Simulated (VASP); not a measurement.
# Ga2O3 in VASP: a series of runs, part 2 of 2

VASP 6.6.1. Earlier steps stand in the parts before.

**6. Single point, PBE**

Contents of INCAR:

```
SYSTEM = Ga2O3
PREC = Accurate ; ENCUT = 520
EDIFF = 1E-7 ; ISMEAR = -1
SIGMA = 0.05 ; LREAL = Auto
LASPH = .True. ; NELM = 100
ALGO = Normal ; ISIF = 2
LWAVE = .False. ; LCHARG = .True.
GGA = PE ; LELF = .True.
LVHAR = .True. ; ISYM = 0
NBANDS = 79
```

Contents of KPOINTS:

```
regular mesh
0
Gamma
  1 1 1
  0 0 0
```

Contents of POSCAR:

```
Ga2O3
1.0
    5.4742580000     -0.0378450000     -0.0147940000
   -0.0378450000      5.4580010000     -0.0143210000
   -0.0147940000     -0.0143210000      5.6231180000
Ga O
6 9
Direct
    0.0244912269      0.2804835703      0.6948353437
    0.7548299093      0.4813605715      0.2508164542
    0.2425424919      0.7126368615      0.2679758536
    0.5635847115      0.9935852608      0.5843504986
    0.4697761608      0.5053033070      0.8127418484
    0.8281743308      0.0250883922      0.0534328645
    0.6164094657      0.7379047697      0.0940545256
    0.8776216856      0.9638769101      0.6914703224
    0.3534053720      0.1896272917      0.7387278609
    0.4583682270      0.6869119348      0.5341862585
    1.0274026513      0.5047410858      0.4544583258
    0.7795238578      0.3596824791      0.9223692778
    0.5936286467      0.1795136597      0.3082786022
    0.1942271282      0.5634475255      0.9727415516
    0.1023769898      0.0134543436      0.2442122404
```

Potentials or basis: VASP PAW PBE potentials, release 64 (Ga_d, O).

Started as:

```bash
$ cat potpaw_PBE.64/Ga_d/POTCAR potpaw_PBE.64/O/POTCAR > POTCAR
$ mpirun -np 1 vasp_gam > vasp.out
```

OUTCAR:

```text
SYSTEM = Ga2O3
   PREC = Accurate
   ENCUT = 520
   EDIFF = 1E-7
   ISMEAR = -1
   LREAL = Auto
   LASPH = .True.
   NELM = 100
   ISIF = 2
   GGA = PE
   ISYM = 0

 ion  position               nearest neighbor table
   1  0.024  0.280  0.695-  11 1.83   9 1.89   8 1.90  12 1.91  14 2.37   6 2.68   5 2.79
   2  0.755  0.481  0.251-   7 1.83  11 1.88  13 1.89  12 1.97   6 2.76   5 2.91
   3  0.243  0.713  0.268-  15 1.83  14 1.86  10 1.91  11 1.94   7 2.28   4 2.91
   4  0.564  0.994  0.584-  10 1.78   9 1.80   8 1.83  13 1.87   3 2.91
   5  0.470  0.505  0.813-  14 1.79  10 1.86   9 1.87  12 1.98   7 2.17   1 2.79   2 2.91
   6  0.828  0.025  0.053-  15 1.84   7 1.95  12 1.99   8 2.08  13 2.11   1 2.68   2 2.76
   7  0.616  0.738  0.094-   2 1.83   6 1.95   5 2.17   3 2.28
   8  0.878  0.964  0.691-   4 1.83   1 1.90   6 2.08
   9  0.353  0.190  0.739-   4 1.80   5 1.87   1 1.89
  10  0.458  0.687  0.534-   4 1.78   5 1.86   3 1.91
  11  0.027  0.505  0.454-   1 1.83   2 1.88   3 1.94
  12  0.780  0.360  0.922-   1 1.91   2 1.97   5 1.98   6 1.99
  13  0.594  0.180  0.308-   4 1.87   2 1.89   6 2.11
  14  0.194  0.563  0.973-   5 1.79   3 1.86   1 2.37
  15  0.102  0.013  0.244-   3 1.83   6 1.84

IMPORTANT INFORMATION: All symmetrisations will be switched off!
NOSYMM: (Re-)initialisation of all symmetry stuff for point group C_1.

----------------------------------------------------------------------------------------

                                     Primitive cell

  volume of cell :     168.0000

  direct lattice vectors                    reciprocal lattice vectors
     5.474258000 -0.037845000 -0.014794000     0.182683232  0.001267969  0.000483855
    -0.037845000  5.458001000 -0.014321000     0.001267969  0.183227287  0.000469981
    -0.014794000 -0.014321000  5.623118000     0.000483855  0.000469981  0.177839748

  length of vectors
     5.474408804  5.458150992  5.623155697     0.182688273  0.183232277  0.177841027

  position of ions in fractional coordinates (direct lattice)
     0.024491227  0.280483570  0.694835344
     0.754829909  0.481360571  0.250816454
     0.242542492  0.712636862  0.267975854
     0.563584711  0.993585261  0.584350499
     0.469776161  0.505303307  0.812741848
     0.828174331  0.025088392  0.053432865
     0.616409466  0.737904770  0.094054526
     0.877621686  0.963876910  0.691470322
     0.353405372  0.189627292  0.738727861
     0.458368227  0.686911935  0.534186259
     0.027402651  0.504741086  0.454458326
     0.779523858  0.359682479  0.922369278
     0.593628647  0.179513660  0.308278602
     0.194227128  0.563447526  0.972741552
     0.102376990  0.013454344  0.244212240

  ion indices of the primitive-cell ions
   primitive index   ion index
                 1           1
                 2           2
                 3           3
                 4           4
                 5           5
                 6           6
                 7           7
                 8           8
                 9           9
                10          10
                11          11
                12          12
                13          13
                14          14
                15          15

----------------------------------------------------------------------------------------

 KPOINTS: regular mesh

Automatic generation of k-mesh.
 Grid dimensions read from file:
 generate k-points for:    1    1    1

 Generating k-lattice:

  Cartesian coordinates                     Fractional coordinates (reciprocal lattice)
     0.182683232  0.001267969  0.000483855     1.000000000 -0.000000000  0.000000000
     0.001267969  0.183227287  0.000469981    -0.000000000  1.000000000  0.000000000
     0.000483855  0.000469981  0.177839748     0.000000000 -0.000000000  1.000000000

  Length of vectors
     0.182688273  0.183232277  0.177841027

  Shift w.r.t. Gamma in fractional coordinates (k-lattice)
     0.000000000  0.000000000  0.000000000

 Subroutine IBZKPT returns following result:
 ===========================================

 Found      1 irreducible k-points:

 Following reciprocal coordinates:
            Coordinates               Weight
  0.000000  0.000000  0.000000      1.000000
   k-points           NKPTS =      1   k-points in BZ     NKDIM =      1   number of bands    NBANDS=     79
   number of dos      NEDOS =    301   number of ions     NIONS =     15
   total plane-waves  NPLWV =  74088
   dimension x,y,z NGX =    42 NGY =   42 NGZ =   42
   dimension x,y,z NGXF=    84 NGYF=   84 NGZF=   84
   ions per type =               6   9
   NGX,Y,Z   is equivalent  to a cutoff of  12.75, 12.79, 12.42 a.u.
   NGXF,Y,Z  is equivalent  to a cutoff of  25.51, 25.58, 24.83 a.u.
 SYSTEM =  Ga2O3
   PREC   = accura    normal or accurate (medium, high low for compatibility)
   ISTART =      0    job   : 0-new  1-cont  2-samecut
   ICHARG =      2    charge: 1-file 2-atom 10-const
   ISPIN  =      1    spin polarized calculation?
   LNONCOLLINEAR =      F non collinear calculations
   LSORBIT =      F    spin-orbit coupling
   LASPH  =      T    aspherical Exc in radial PAW
   ENCUT  =  520.0 eV  38.22 Ry    6.18 a.u.  10.18 10.15 10.46*2*pi/ulx,y,z
   NELM   =    100;   NELMIN=  2; NELMDL= -5     # of ELM steps
   EDIFF  = 0.1E-06   stopping-criterion for ELM
   LREAL  =      T    real-space projection
   EDIFFG = 0.1E-05   stopping-criterion for IOM
   NSW    =      0    number of steps for IOM
   IBRION =     -1    ionic relax: 0-MD 1-quasi-New 2-CG
   NFREE  =      0    steps in history (QN), initial steepest desc. (CG)
   ISIF   =      2    stress and relaxation
   ISYM   =      0    0-nonsym 1-usesym 2-fastsym
   POTIM  = 0.5000    time-step for ionic-motion
   TEBEG  =    0.0;   TEEND  =   0.0 temperature during run
   PSTRESS=    0.0 pullay stress
   NELECT =     132.0000    total number of electrons
   NUPDOWN=      -1.0000    fix difference up-down
   EMIN   =  10.00;   EMAX   =-10.00  energy-range for DOS
   EFERMI =   0.00;   METHOD = LEGACY
   ISMEAR =    -1;   SIGMA  =   0.05  broadening in eV -4-tet -1-fermi 0-gaus
   EFERMI_NEDOS =   21; number of points for ismear=-14 and -15
   IALGO  =     38    algorithm
   IMIX   =      4    mixing-type and parameters
     AMIX     =   0.40;   BMIX     =  1.00
     AMIX_MAG =   1.60;   BMIX_MAG =  1.00
  volume/ion in A,a.u.               =      11.20        75.58
  Fermi-wavevector in a.u.,A,eV,Ry     =   1.510647  2.854709 31.049245  2.282055
  Thomas-Fermi vector in A             =   2.620809
   LORBIT       =      0    0 simple, 1 ext, 2 COOP (PROOUT), +10 PAW based schemes
   GGA     = PE    functional components
   LHFCALC =     F    Hartree Fock is set to
   AEXX    =    0.0000 exact exchange contribution
   IVDW    =     0    specifies the selected vdW correction
   LEPSILON=     F    determine dielectric tensor
   LRPA    =     F    only Hartree local field effects (RPA)
 non-spin polarized calculation
  energy-cutoff  :      520.00
  volume of cell :      168.00
 maximum number of plane-waves:      2267
 NGX is ok and might be reduce to    42

 number of electron     132.0000015 magnetization

 Free energy of the ion-electron system (eV)
  ---------------------------------------------------
  ext. energy  EPLUGINS =         0.00000000
  ---------------------------------------------------
  free energy    TOTEN  =       -83.75223662 eV

  energy without entropy =      -83.75223382  energy(sigma->0) =      -83.75223522

 E-fermi :   4.3911     XC(G=0): -11.1448

 val. band max:        3.6966795481   @ k =   0.0000   0.0000   0.0000
 cond. band min:       5.0851217529   @ k =   0.0000   0.0000   0.0000
 fundamental gap:      1.3884422048
 Fermi energy:         4.3910782784

 k-point     1 :       0.0000    0.0000    0.0000
  band No.  band energies     occupation
      1     -16.0513      2.00000
      2     -15.4328      2.00000
      3     -14.7342      2.00000
      4     -14.6380      2.00000
      5     -14.4039      2.00000
      6     -14.3144      2.00000
[... 70 lines left out ...]
     77      12.2064      0.00000
     78      12.9914      0.00000
 [bands above 78 left out]

------------------------ aborting loop because EDIFF is reached ----------------------------------------

  FORCE on cell =-STRESS in cart. coord.  units (eV):
  Direction    XX          YY          ZZ          XY          YZ          ZX
  --------------------------------------------------------------------------------------
  -------------------------------------------------------------------------------------
  Total       13.6170707     13.4119775      6.7261761      4.0555631      3.8559527     -1.5263496
  in kB      129.8628872    127.9069608     64.1460025     38.6769772     36.7733388    -14.5564469
  external PRESSURE =     107.3052835 kB  Pullay stress =       0.0000000 kB

 VOLUME and BASIS-vectors are now :
 -----------------------------------------------------------------------------
  energy-cutoff  :      520.00
  volume of cell :      168.00
      direct lattice vectors                 reciprocal lattice vectors
     5.474258000 -0.037845000 -0.014794000     0.182683232  0.001267969  0.000483855
    -0.037845000  5.458001000 -0.014321000     0.001267969  0.183227287  0.000469981
    -0.014794000 -0.014321000  5.623118000     0.000483855  0.000469981  0.177839748

 POSITION                                       TOTAL-FORCE (eV/Angst)
 -----------------------------------------------------------------------------------
      0.11318      1.52000      3.90276         1.288770      0.078157     -0.267679
      4.11021      2.59511      1.39231         0.326612     -0.426456      0.861433
      1.29681      3.87656      1.49307        -0.228600      0.069683     -1.102328
      3.03896      5.39329      3.26331         0.629906      1.485034     -1.117519
      2.54053      2.72853      4.55596         0.681709      0.062375      1.248637
      4.53190      0.10483      0.28785        -0.554443     -1.467819      0.893702
      3.34507      4.00281      0.50919         0.170534      1.045441     -0.270381
      4.75762      5.21773      3.86143        -0.078211     -0.242166      1.673118
      1.91653      1.01103      4.14601        -0.942229      0.125541      0.308254
      2.47533      3.72417      2.98717         0.363321     -0.686674     -0.222677
      0.12418      2.74733      2.54784        -1.764509     -0.203088     -0.829121
      4.24006      1.92044      5.16991        -0.289155     -0.546561     -0.399393
      3.23832      0.95291      1.72213         1.098925      1.009520     -0.348544
      1.02754      3.05402      5.45890        -0.438739      0.076838      0.261731
      0.55632      0.06606      1.37153        -0.263892     -0.379825     -0.689231
 -----------------------------------------------------------------------------------
    total drift:                               -0.008960      0.008251     -0.007023

  FREE ENERGIE OF THE ION-ELECTRON SYSTEM (eV)
  ---------------------------------------------------
  free  energy   TOTEN  =       -83.7522366157 eV

  energy  without entropy=      -83.7522338239  energy(sigma->0) =      -83.75223522
```

Run time: 39 s. Hardware: 1 thread of Intel Xeon Platinum 8488C (Sapphire Rapids), shared host; peak memory 0.24 GiB.

What came out:

```yaml
Free_energy: -83.7522 eV
Pressure: 10.7 GPa
Largest_force: 1.962 eV/Å
Band_gap_on_the_k_mesh: 1.39 eV
```

Forces in eV/Å, atoms in the order of the input:
```
Ga   1.289  0.078 -0.268
Ga   0.327 -0.426  0.861
Ga  -0.229  0.070 -1.102
Ga   0.630  1.485 -1.118
Ga   0.682  0.062  1.249
Ga  -0.554 -1.468  0.894
O    0.171  1.045 -0.270
O   -0.078 -0.242  1.673
O   -0.942  0.126  0.308
O    0.363 -0.687 -0.223
O   -1.765 -0.203 -0.829
O   -0.289 -0.547 -0.399
O    1.099  1.010 -0.349
O   -0.439  0.077  0.262
O   -0.264 -0.380 -0.689
```

Caveat: the k points lie up to 1.15 Å⁻¹ apart.

**7. The runs side by side**

```tsv
smearing	gap on the mesh (eV)	pressure (GPa)	largest force (eV/Å)
fermi-dirac 0.1861 eV	0.62	16.6	5.62
fermi-dirac 0.1034 eV	1.19	14.3	3.40
fermi-dirac 0.05 eV	1.39	10.7	1.96
```

Some of these runs hold the atoms at other places in the same cell, which the table doesn't show; runs alike in all that it shows share one row.

Alike in all rows: task single point; level PBE; potentials or basis VASP PAW PBE potentials, release 64 (Ga_d, O); no spin polarisation; cell as given; k mesh 1 × 1 × 1; cutoff (eV) 520.

Caveats: all runs use coarse meshes.

Absolute energies hang on the potentials; compare differences alone.
